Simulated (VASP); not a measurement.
Write the native input for VASP 6.6.1 that does the following.

```yaml
Task: single point
Functional: LDA
Potentials_or_basis: VASP PAW LDA potentials, release 64 (W_sv, S)
Cutoff: 520 eV
k_mesh: 12 × 12 × 2
Occupations: gaussian, width 0.05 eV
Spin: no spin polarisation
Dipole_correction: no
Further_INCAR_settings: ALGO = Normal; EDIFF = 1e-06; NBANDS = 35
```

The structure of WS2 lies in POSCAR:

```
WS2
1.0
    3.0482563621     -0.0859764615     -0.0859764615
   -1.5985859808      2.6828556775     -0.0314695690
   -0.6419207899     -0.6419207899     22.7590098241
W S
2 4
Direct
    0.3333333333      0.6666666667      0.6302757360
    0.6666666667      0.3333333333      0.3697242640
    0.3333333333      0.6666666667      0.3028928957
    0.6666666667      0.3333333333      0.5633280735
    0.3333333333      0.6666666667      0.4366719265
    0.6666666667      0.3333333333      0.6971071043
```

One way to write it, as run:

INCAR

```
SYSTEM = WS2
ALGO = Normal
EDIFF = 1E-6
ENCUT = 520
ISIF = 2
ISMEAR = 0
LASPH = .True.
LCHARG = .True.
LELF = .True.
LREAL = .False.
LVHAR = .True.
LWAVE = .False.
NBANDS = 35
NELM = 100
PREC = Accurate
SIGMA = 0.05
```

KPOINTS

```
k-points
0
Gamma
  12 12 2
  0 0 0
```

Potentials or basis: VASP PAW LDA potentials, release 64 (W_sv, S).

The run is started by

```sh
$ cat potpaw_LDA.64/W_sv/POTCAR potpaw_LDA.64/S/POTCAR > POTCAR
$ mpirun -np 1 vasp_std > vasp.out
```

Results of the run:

The largest force is 2.960 eV/Å. The band gap on the k mesh is 1.23 eV (least direct gap 2.08 eV).

Caveat: there is no dipole correction, which matters where the two faces differ; spin-orbit coupling is left out, which moves the levels of the heavy elements.

Wall time 40 min on 1 thread of Oxide Virtual Turin-like Processor (shared host), peak memory 0.74 GiB.
